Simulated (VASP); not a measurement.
Input of a VASP 6.6.1 run:

File INCAR:

```
SYSTEM = Co
PREC = Accurate
ENCUT = 520
EDIFF = 1E-6
ISMEAR = -1
SIGMA = 0.05
LREAL = .False.
LASPH = .True.
NELM = 150
ALGO = Normal
ISIF = 2
LWAVE = .False.
LCHARG = .False.
ISPIN = 2
MAGMOM = -1.699 -1.699
LORBIT = 11
LMAXMIX = 4
GGA = RE
NBANDS = 20
```

The input KPOINTS:

```
Automatic mesh
0
Gamma
  14 14 10
  0 0 0
```

The input POSCAR:

```
Co
1.0
    2.3544641217      0.0000000000      0.0000000000
    0.0000000000      2.3544641217      0.0000000000
    0.0000000000      0.0000000000      3.3279049585
Co
2
Direct
    0.0000000000      0.0000000000      0.0000000000
    0.5000000000      0.5000000000      0.5000000000
```

Potentials or basis: VASP PAW PBE potentials, release 64 (Co).

Launch:

```console
$ cat potpaw_PBE.64/Co/POTCAR > POTCAR
$ mpirun -np 1 vasp_std > vasp.out
```

(1) Estimate the net moment.

(2) Predict the site moments.

(3) What does it give for the pressure?

Results:

(1) -3.04 μB per cell.

(2) Co -1.51 μB.

(3) 56.3 GPa.

Caveat: the cell stands under pressure; the PAW data sets were made with another functional, which shifts forces and pressure a little.
